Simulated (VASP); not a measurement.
# TmTaSe4 (P6/mmm) in VASP: a series of runs, part 2 of 2

VASP 6.6.1.

### Step 4. Single point, PBE, collinear spin

This run uses another cell than the first one, of 20.43 Å³/atom.

INCAR

```
SYSTEM = TmTaSe4
PREC     = Accurate       ! precision mode
ENCUT    = 500            ! plane-wave cutoff, eV
EDIFF    = 1E-6           ! SCF threshold, eV
ISMEAR   = 0              ! smearing method
SIGMA    = 0.1            ! smearing width, eV
LREAL    = .False.        ! projectors in reciprocal space
LASPH    = .True.         ! aspherical terms in the spheres
NELM     = 200            ! most SCF steps
ALGO     = Normal         ! electronic algorithm
ISIF     = 2              ! what is computed and relaxed
LWAVE    = .False.        ! write WAVECAR
LCHARG   = .True.         ! write CHGCAR
ISPIN    = 2              ! spin polarisation
MAGMOM   = 0 1 0 0 0 0    ! initial moments
LORBIT   = 11             ! projections on sites
LMAXMIX  = 6              ! l up to which the mixer works
GGA      = PE             ! functional
LELF     = .True.         ! ELF
LVHAR    = .True.       
NBANDS   = 35             ! bands
GGA_COMPAT= .False.
```

KPOINTS

```
Automatic mesh
0
Gamma
  6 6 2
  0 0 0
```

POSCAR

```
TmTaSe4
1.0
    4.7386090069      0.0000000000      0.0000000000
   -2.3693045034      4.1037557786      0.0000000000
    0.0000000000      0.0000000000      6.3042046880
Tm Ta Se
1 1 4
Direct
    0.0000000000      0.0000000000      0.5000000000
    0.0000000000      0.0000000000      0.0000000000
    0.3333333333      0.6666666667      0.7695399536
    0.3333333333      0.6666666667      0.2304600464
    0.6666666667      0.3333333333      0.7695399536
    0.6666666667      0.3333333333      0.2304600464
```

Potentials or basis: VASP PAW PBE potentials, release 64 (Tm_3, Ta_pv, Se), 4f in core.

Run with:

```bash
> cat potpaw_PBE.64/Tm_3/POTCAR potpaw_PBE.64/Ta_pv/POTCAR potpaw_PBE.64/Se/POTCAR > POTCAR
> mpirun -np 1 vasp_std > vasp.out
```

OUTCAR:

```text
SYSTEM = TmTaSe4
   PREC = Accurate
   ENCUT = 500
   EDIFF = 1E-6
   ISMEAR = 0
   LREAL = .False.
   LASPH = .True.
   NELM = 200
   ISIF = 2
   ISPIN = 2
   LORBIT = 11
   GGA = PE

 ion  position               nearest neighbor table
   1  0.000  0.000  0.500-   2 3.15   2 3.15   4 3.22   5 3.22   6 3.22   3 3.22   3 3.22   4 3.22
                             5 3.22   6 3.22   5 3.22   6 3.22   3 3.22   4 3.22
   2  0.000  0.000  0.000-   3 3.10   4 3.10   5 3.10   6 3.10   3 3.10   4 3.10   5 3.10   6 3.10
                             5 3.10   6 3.10   3 3.10   4 3.10   1 3.15   1 3.15
   3  0.333  0.667  0.770-   5 2.74   5 2.74   5 2.74   2 3.10   2 3.10   2 3.10   1 3.22   1 3.22
                             1 3.22
   4  0.333  0.667  0.230-   6 2.74   6 2.74   6 2.74   2 3.10   2 3.10   2 3.10   1 3.22   1 3.22
                             1 3.22
   5  0.667  0.333  0.770-   3 2.74   3 2.74   3 2.74   2 3.10   2 3.10   2 3.10   1 3.22   1 3.22
                             1 3.22
   6  0.667  0.333  0.230-   4 2.74   4 2.74   4 2.74   2 3.10   2 3.10   2 3.10   1 3.22   1 3.22
                             1 3.22

  LATTYP: Found a hexagonal cell.
 ALAT       =     4.7386090069
 C/A-ratio  =     1.3303914036

  Lattice vectors:

 A1 = (   4.7386090069,   0.0000000000,   0.0000000000)
 A2 = (  -2.3693045034,   4.1037557786,   0.0000000000)
 A3 = (   0.0000000000,   0.0000000000,   6.3042046880)

Analysis of symmetry for initial positions (statically):
=====================================================================
 Subroutine PRICEL returns:
 Original cell was already a primitive cell.

 Routine SETGRP: Setting up the symmetry group for a
 hexagonal supercell.

 Subroutine GETGRP returns: Found 24 space group operations
 (whereof 24 operations were pure point group operations)
 out of a pool of 24 trial point group operations.

The static configuration has the point symmetry D_6h.

Analysis of symmetry for dynamics (positions and initial velocities):
=====================================================================
 Subroutine PRICEL returns:
[... 182 lines left out ...]
      3     -29.1666      1.00000
      4     -20.1962      1.00000
      5     -20.1962      1.00000
      6     -20.0681      1.00000
[... 507 lines left out ...]
     33       9.8002      0.00000
     34       9.8002      0.00000
 Fermi energy:         6.2787604132

 spin component 2

 k-point     1 :       0.0000    0.0000    0.0000
  band No.  band energies     occupation
      1     -29.3207      1.00000
      2     -29.3207      1.00000
      3     -28.9560      1.00000
      4     -20.1931      1.00000
      5     -20.1931      1.00000
      6     -20.0668      1.00000
[... 507 lines left out ...]
     33       9.8110      0.00000
     34       9.8110      0.00000
 [bands above 34 left out]

------------------------ aborting loop because EDIFF is reached ----------------------------------------

  FORCE on cell =-STRESS in cart. coord.  units (eV):
  Direction    XX          YY          ZZ          XY          YZ          ZX
  --------------------------------------------------------------------------------------
  -------------------------------------------------------------------------------------
  Total        0.5938117      0.5938117      0.4455098      0.0000000     -0.0000000      0.0000000
  in kB        7.7606246      7.7606246      5.8224412      0.0000000     -0.0000000      0.0000000
  external PRESSURE =       7.1145634 kB  Pullay stress =       0.0000000 kB

 VOLUME and BASIS-vectors are now :
 -----------------------------------------------------------------------------
  energy-cutoff  :      500.00
  volume of cell :      122.59
      direct lattice vectors                 reciprocal lattice vectors
     4.738609007  0.000000000  0.000000000     0.211032393  0.121839609  0.000000000
    -2.369304503  4.103755779  0.000000000     0.000000000  0.243679218  0.000000000
     0.000000000  0.000000000  6.304204688     0.000000000  0.000000000  0.158624291

 POSITION                                       TOTAL-FORCE (eV/Angst)
 -----------------------------------------------------------------------------------
      0.00000      0.00000      3.15210         0.000000      0.000000      0.000000
      0.00000      0.00000      0.00000         0.000000      0.000000      0.000000
     -0.00000      2.73584      4.85134         0.000000     -0.000000      0.001018
     -0.00000      2.73584      1.45287         0.000000     -0.000000     -0.001018
      2.36930      1.36792      4.85134        -0.000000      0.000000      0.001018
      2.36930      1.36792      1.45287        -0.000000      0.000000     -0.001018
 -----------------------------------------------------------------------------------
    total drift:                                0.000000     -0.000000      0.000000

  FREE ENERGIE OF THE ION-ELECTRON SYSTEM (eV)
  ---------------------------------------------------
  free  energy   TOTEN  =       -30.4678209217 eV

  energy  without entropy=      -30.4542599854  energy(sigma->0) =      -30.46104045

 total charge

# of ion       s       p       d       tot
------------------------------------------
    1        0.329   6.575   1.030   7.934
    2        0.247   6.037   2.272   8.556
    3        1.521   2.196   0.072   3.788
    4        1.521   2.196   0.072   3.788
    5        1.521   2.196   0.072   3.788
    6        1.521   2.196   0.072   3.788
--------------------------------------------------
tot          6.659  21.394   3.588  31.642

 magnetization (x)

# of ion       s       p       d       tot
------------------------------------------
    1       -0.001   0.036  -0.000   0.035
    2        0.011   0.003   0.240   0.254
    3       -0.000  -0.008   0.000  -0.007
    4       -0.000  -0.008   0.000  -0.007
    5       -0.000  -0.008   0.000  -0.007
    6       -0.000  -0.008   0.000  -0.007
--------------------------------------------------
tot          0.010   0.008   0.241   0.259
```

OSZICAR:

```text
N       E                     dE             d eps       ncg     rms          rms(c)
DAV:   1     0.339702989965E+03    0.33970E+03   -0.18078E+04  1960   0.112E+03
DAV:   2     0.669304049910E+01   -0.33301E+03   -0.31628E+03  1984   0.334E+02
DAV:   3    -0.298540087281E+02   -0.36547E+02   -0.33954E+02  2872   0.870E+01
[... 12 lines left out ...]
DAV:  16    -0.304678128404E+02   -0.20494E-03   -0.62546E-04  2255   0.911E-02    0.261E-02
DAV:  17    -0.304678151407E+02   -0.23003E-05   -0.75283E-05  2244   0.347E-02    0.210E-02
DAV:  18    -0.304678040882E+02    0.11052E-04   -0.90052E-05  2158   0.345E-02    0.299E-02
DAV:  19    -0.304678207452E+02   -0.16657E-04   -0.38967E-05  2137   0.240E-02    0.322E-03
DAV:  20    -0.304678209217E+02   -0.17654E-06   -0.14658E-06  1715   0.432E-03
   1 F= -.30467821E+02 E0= -.30461040E+02  d E =-.135609E-01  mag=     0.3369
```

Run time: 2.9 min. Hardware: 1 thread of Intel Xeon Platinum 8259CL at 2.50GHz (Skylake/Cascade Lake), shared host; peak memory 0.33 GiB.

Results:

```
Free energy                                           : -30.4678 eV
Pressure                                              : 0.7 GPa
Net moment                                            : 0.34 μB per cell
Site moments                                          : Tm +0.04; Ta +0.25; Se -0.01 μB
Valence electrons inside the program's atomic spheres : Tm 7.93; Ta 8.56; Se 3.79
```

Caveat: the k points lie up to 0.50 Å⁻¹ apart; the magnetic or orbital state may not be the lowest; spin-orbit coupling is left out, which moves the levels of the heavy elements; the 4f electrons are frozen in the core, so they carry no moment and show no levels. With open d or f shells a metallic result of PBE can be an artefact of self-interaction; +U or a hybrid may open a gap.

### Step 5. Single point, PBE, collinear spin

INCAR

```
PREC = Accurate
ENCUT = 500
EDIFF = 1E-6
ISMEAR = 0
SIGMA = 0.1
LREAL = False
LASPH = True
NELM = 200
ALGO = Normal
ISIF = 2
LWAVE = False
LCHARG = False
ISPIN = 2
MAGMOM = 0 1 0 0 0 0
LORBIT = 11
LMAXMIX = 6
GGA = PE
NBANDS = 35
GGA_COMPAT = False
```

KPOINTS

```
regular mesh
0
Gamma
  6 6 2
```

POSCAR

```
TmTaSe4
1.0
    4.1364670200      0.0000000000      0.0000000000
   -2.0682335100      3.5822855200      0.0000000000
    0.0000000000      0.0000000000      8.5988900000
Tm Ta Se
1 1 4
Direct
    0.0000000000      0.0000000000      0.5000000000
    0.0000000000      0.0000000000      0.0000000000
    0.3333333300      0.6666666700      0.7432699200
    0.3333333300      0.6666666700      0.2567300800
    0.6666666700      0.3333333300      0.7432699200
    0.6666666700      0.3333333300      0.2567300800
```

Run with:

```bash
> cat potpaw_PBE.64/Tm_3/POTCAR potpaw_PBE.64/Ta_pv/POTCAR potpaw_PBE.64/Se/POTCAR > POTCAR
> mpirun -np 1 vasp_std > vasp.out
```

Wall time 3.3 min (1 thread of Intel Xeon Platinum 8259CL at 2.50GHz (Skylake/Cascade Lake), shared host); peak memory 0.32 GiB.

The run converged. Its results:

```yaml
Free_energy: -24.2477 eV
Pressure: 14.1 GPa
Largest_force: 0.209 eV/Å
Net_moment: 2.14 μB per cell
Site_moments: Tm +0.12; Ta +1.35; Se -0.01 μB
Valence_electrons_inside_the_program's_atomic_spheres: Tm 7.83; Ta 8.47; Se 3.90
```

Forces in eV/Å, atoms in the order of the input:
```
Tm   0.000  0.000  0.000
Ta   0.000  0.000  0.000
Se   0.000  0.000  0.209
Se   0.000  0.000 -0.209
Se   0.000  0.000  0.209
Se   0.000  0.000 -0.209
```

Stress tensor (GPa, compression positive):
```
 27.27   0.00   0.00
  0.00  27.27   0.00
  0.00   0.00 -12.13
```

Levels at points of the mesh, in eV from the Fermi level:
Spin up:
| k point | band 20 | band 21 | band 22 | band 23 | band 24 | band 25 | band 26 | band 27 |
| --- | --- | --- | --- | --- | --- | --- | --- | --- |
| (0.00, 0.00, 0.00) | -1.59 | -1.59 | -0.96 | -0.96 | -0.85 | -0.77 | 0.18 | 0.27 |
| (0.50, 0.00, 0.00) | -0.51 | 0.06 | 0.12 | 0.37 | 0.42 | 1.21 | 1.90 | 2.01 |
| (0.00, 0.00, 0.50) | -2.32 | -1.63 | -0.77 | -0.77 | -0.49 | -0.42 | -0.25 | 0.25 |
| (0.50, 0.00, 0.50) | -0.17 | 0.15 | 0.25 | 0.58 | 1.04 | 1.39 | 1.57 | 1.60 |
Spin down:
| k point | band 17 | band 18 | band 19 | band 20 | band 21 | band 22 | band 23 | band 24 | band 25 | band 26 |
| --- | --- | --- | --- | --- | --- | --- | --- | --- | --- | --- |
| (0.00, 0.00, 0.00) | -2.65 | -2.65 | -2.39 | -1.55 | -1.55 | -0.84 | -0.12 | 0.01 | 0.01 | 0.15 |
| (0.50, 0.00, 0.00) | -4.83 | -2.79 | -0.45 | 0.41 | 0.76 | 1.11 | 1.14 | 1.50 | 1.55 | 2.11 |
| (0.00, 0.00, 0.50) | -2.28 | -2.28 | -2.15 | -2.15 | -0.79 | -0.51 | -0.29 | -0.26 | 0.39 | 0.39 |
| (0.50, 0.00, 0.50) | -4.35 | -4.04 | 0.63 | 0.71 | 1.17 | 1.28 | 1.52 | 1.61 | 1.68 | 1.74 |

Caveat: the k points lie up to 0.37 Å⁻¹ apart; the magnetic or orbital state may not be the lowest; spin-orbit coupling is left out, which moves the levels of the heavy elements; the 4f electrons are frozen in the core, so they carry no moment and show no levels. With open d or f shells a metallic result of PBE can be an artefact of self-interaction; +U or a hybrid may open a gap.

### Step 6. Single point, PBE, collinear spin

This run uses another cell than the first one, of 20.59 Å³/atom.

INCAR

```
SYSTEM = TmTaSe4
ALGO = Normal
EDIFF = 1E-6
ENCUT = 500
GGA = PE
GGA_COMPAT = .False.
ISIF = 2
ISMEAR = 0
ISPIN = 2
LASPH = .True.
LCHARG = .True.
LELF = .True.
LMAXMIX = 6
LORBIT = 11
LREAL = .False.
LVHAR = .True.
LWAVE = .False.
MAGMOM = 0 0.29 0 0 0 0
NBANDS = 35
NELM = 200
PREC = Accurate
SIGMA = 0.1
```

KPOINTS

```
k-points
0
Gamma
  6 6 4
  0 0 0
```

POSCAR

```
TmTaSe4
1.0
    4.7339574020      0.0000000000      0.0000000000
   -2.3669787010      4.0997273706      0.0000000000
    0.0000000000      0.0000000000      6.3666194959
Tm Ta Se
1 1 4
Direct
    0.0000000000      0.0000000000      0.5000000000
    0.0000000000      0.0000000000      0.0000000000
    0.3333333333      0.6666666667      0.7720072147
    0.3333333333      0.6666666667      0.2279927853
    0.6666666667      0.3333333333      0.7720072147
    0.6666666667      0.3333333333      0.2279927853
```

Potentials or basis: VASP PAW PBE potentials, release 64 (Tm_3, Ta_pv, Se), 4f in core.

Run with:

```bash
> cat potpaw_PBE.64/Tm_3/POTCAR potpaw_PBE.64/Ta_pv/POTCAR potpaw_PBE.64/Se/POTCAR > POTCAR
> mpirun -np 1 vasp_std > vasp.out
```

Wall time 3.6 min (1 thread of Intel Xeon Platinum 8259CL at 2.50GHz (Skylake/Cascade Lake), shared host); peak memory 0.36 GiB.

Results (log left out):

* Free energy: -30.5405 eV
* Pressure: 0.4 GPa
* Largest force: 0.022 eV/Å
* Band gap on the k mesh: zero (filled and empty bands overlap)
* Net moment: 0.00 μB per cell
* Valence electrons inside the program's atomic spheres: Tm 7.89; Ta 8.54; Se 3.79

Forces on the atoms (eV/Å):
```
Tm   0.000  0.000  0.000
Ta   0.000  0.000  0.000
Se   0.000  0.000  0.022
Se   0.000  0.000 -0.022
Se   0.000  0.000  0.022
Se   0.000  0.000 -0.022
```

Stress tensor (GPa, compression positive):
```
0.42 0.00 0.00
0.00 0.42 0.00
0.00 0.00 0.29
```

Levels at points of the mesh, in eV from the Fermi level:
Spin up:
```
           k point  band 18  band 19  band 20  band 21  band 22  band 23  band 24  band 25  band 26  band 27
(0.00, 0.00, 0.00)    -3.09    -2.23    -2.23    -2.12    -1.16    -0.17    -0.17     1.24     1.87     2.55
(0.50, 0.00, 0.00)    -1.14    -1.14    -0.78    -0.52     0.34     0.60     1.15     1.38     1.40     1.61
(0.00, 0.00, 0.50)    -2.76    -2.67    -2.67    -1.73    -0.46    -0.19     0.64     1.00     1.00     2.27
(0.50, 0.00, 0.50)    -2.50    -1.37    -0.70    -0.47    -0.02     0.15     0.90     1.07     1.65     1.86
```
Spin down:
```csv
k point,band 18,band 19,band 20,band 21,band 22,band 23,band 24,band 25,band 26,band 27
"(0.00, 0.00, 0.00)",-3.09,-2.23,-2.23,-2.12,-1.16,-0.17,-0.17,1.24,1.87,2.55
"(0.50, 0.00, 0.00)",-1.14,-1.14,-0.78,-0.52,0.34,0.60,1.15,1.38,1.40,1.61
"(0.00, 0.00, 0.50)",-2.76,-2.67,-2.67,-1.73,-0.46,-0.19,0.64,1.00,1.00,2.27
"(0.50, 0.00, 0.50)",-2.50,-1.37,-0.70,-0.47,-0.02,0.15,0.90,1.07,1.65,1.86
```

Caveat: the magnetic or orbital state may not be the lowest; spin-orbit coupling is left out, which moves the levels of the heavy elements; the 4f electrons are frozen in the core, so they carry no moment and show no levels. With open d or f shells a metallic result of PBE can be an artefact of self-interaction; +U or a hybrid may open a gap.

### Step 7. Overview

```tsv
spin	cell	k mesh	gap on the mesh (eV)	pressure (GPa)	moment (μB)	largest force (eV/Å)
off	a = 4.136, b = 4.136, c = 8.599 Å, angles 90.0, 90.0, 120.0°, 6 atoms, atomic positions A	6 × 6 × 2	none	13.1	-	0.31
off	a = 4.713, b = 4.713, c = 6.414 Å, angles 90.0, 90.0, 120.0°, 6 atoms, atomic positions B	12 × 12 × 6	none	0.4	-	0.02
collinear	a = 4.739, b = 4.739, c = 6.304 Å, angles 90.0, 90.0, 120.0°, 6 atoms, atomic positions C	6 × 6 × 2	none	0.7	0.34	-
collinear	a = 4.136, b = 4.136, c = 8.599 Å, angles 90.0, 90.0, 120.0°, 6 atoms, atomic positions A	6 × 6 × 2	none	14.1	2.14	0.21
collinear	a = 4.734, b = 4.734, c = 6.367 Å, angles 90.0, 90.0, 120.0°, 6 atoms, atomic positions D	6 × 6 × 4	none	0.4	0.00	0.02
```

Alike in all rows: task single point; level PBE; potentials or basis VASP PAW PBE potentials, release 64 (Tm_3, Ta_pv, Se), 4f in core; cutoff (eV) 500; smearing gaussian 0.1 eV.

Caveats: some runs use coarse meshes; spin-orbit coupling is left out, which moves the levels of the heavy elements; the 4f electrons are frozen in the core, so they carry no moment and show no levels; the magnetic or orbital state may not be the lowest (at least some runs).

Total energies depend on the potentials used, so only differences within one code and one set of settings carry meaning.
